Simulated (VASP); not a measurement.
A run of VASP 6.6.1 is set up as follows.

Contents of INCAR:

```
SYSTEM = CaCdC6N6
PREC = Accurate
ENCUT = 600
EDIFF = 1E-6
ISMEAR = 0
SIGMA = 0.02
LREAL = .FALSE.
LASPH = .TRUE.
NELM = 200
ALGO = Normal
ISIF = 2
LWAVE = .FALSE.
LCHARG = .FALSE.
ISPIN = 2
MAGMOM = 0 0.32 0 0 0 0 0 0 0 0 0 0 0 0
LORBIT = 11
GGA = PE
NBANDS = 55
GGA_COMPAT = .FALSE.
KPAR = 4
```

KPOINTS

```
Automatic mesh
0
G
  6 6 6
  0 0 0
```

Contents of POSCAR:

```
CaCdC6N6
1.0
    0.0000000000      5.8755925844      5.8755925844
    5.8755925844      0.0000000000      5.8755925844
    5.8755925844      5.8755925844      0.0000000000
Ca Cd C N
1 1 6 6
Direct
    0.5000000000      0.5000000000      0.5000000000
    0.0000000000      0.0000000000      0.0000000000
    0.8084137354      0.1915862646      0.1915862646
    0.1915862646      0.8084137354      0.1915862646
    0.1915862646      0.1915862646      0.8084137354
    0.1915862646      0.8084137354      0.8084137354
    0.8084137354      0.1915862646      0.8084137354
    0.8084137354      0.8084137354      0.1915862646
    0.7094009600      0.2905990400      0.2905990400
    0.2905990400      0.7094009600      0.2905990400
    0.2905990400      0.2905990400      0.7094009600
    0.2905990400      0.7094009600      0.7094009600
    0.7094009600      0.2905990400      0.7094009600
    0.7094009600      0.7094009600      0.2905990400
```

Potentials or basis: VASP PAW PBE potentials, release 64 (Ca_sv, Cd, C, N).

Run with:

```console
$ cat potpaw_PBE.64/Ca_sv/POTCAR potpaw_PBE.64/Cd/POTCAR potpaw_PBE.64/C/POTCAR potpaw_PBE.64/N/POTCAR > POTCAR
$ mpirun -np 4 vasp_std > vasp.out
```

Task: Estimate the band gap on the k mesh.

Result: 0.57 eV (least direct gap 0.62 eV).

Task: Predict the site moments.

Result: Ca +0.01; Cd +0.26; C +0.19; N +0.02 μB.

Task: What does it give for the largest force?

Result: 0.397 eV/Å.

Task: What does it give for the pressure?

Result: 0.4 GPa.

Forces on the atoms (eV/Å):
```
Ca   0.000  0.000  0.000
Cd   0.000  0.000  0.000
C   -0.356  0.000  0.000
C    0.000 -0.356  0.000
C    0.000  0.000 -0.356
C    0.356  0.000  0.000
C    0.000  0.356  0.000
C    0.000  0.000  0.356
N    0.397  0.000  0.000
N    0.000  0.397  0.000
N    0.000  0.000  0.397
N   -0.397  0.000  0.000
N    0.000 -0.397  0.000
N    0.000  0.000 -0.397
```

A k mesh can miss the band edges.
